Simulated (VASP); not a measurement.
# Ti2Co: single point with r2SCAN

Ti2Co:

```
Ti Co
1.0
     0.00000    3.36500    3.36500
     3.36500    0.00000    3.36500
     3.36500    3.36500    0.00000
Ti Co
4 2
Direct
  0.12500 0.12500 0.12500
  0.62500 0.12500 0.12500
  0.12500 0.12500 0.62500
  0.12500 0.62500 0.12500
  0.50000 0.50000 0.50000
  0.75000 0.75000 0.75000
```

| Property | Result |
| --- | --- |
| Program | VASP 6.6.1 |
| Task | single point |
| Functional | r2SCAN |
| Potentials or basis | VASP PAW PBE potentials, release 64 (Ti_sv, Co) |
| Cutoff | 520 eV |
| k mesh | 10 × 10 × 10 |
| Occupations | gaussian, width 0.1 eV |
| Spin | no spin polarisation |

| Item | Value |
| --- | --- |
| Pressure | 20.6 GPa |
| Band gap on the k mesh | zero (bands 33 and 34 overlap by 0.66 eV) |

Levels at points of the mesh, in eV from the Fermi level:
```csv
k point,band 30,band 31,band 32,band 33,band 34,band 35,band 36,band 37
"(0.00, 0.00, 0.00)",-1.07,-1.07,0.07,0.07,0.14,0.14,0.14,4.18
"(0.50, 0.00, 0.00)",-0.46,-0.46,-0.36,-0.23,-0.23,1.14,1.19,1.19
"(0.50, 0.50, 0.00)",-0.70,-0.34,-0.34,0.39,0.39,0.77,0.77,1.73
```

Run time: 23 min on 1 thread of Intel Xeon 8259CL (shared host), peak memory 0.3 GiB.

Caveat: the cell stands under pressure; the PAW data sets were made with another functional, which shifts forces and pressure a little; the run has no spin polarisation, though such a crystal can be magnetic. Spin polarisation is off, so any magnetic state and its effect on volume and gap are missing.
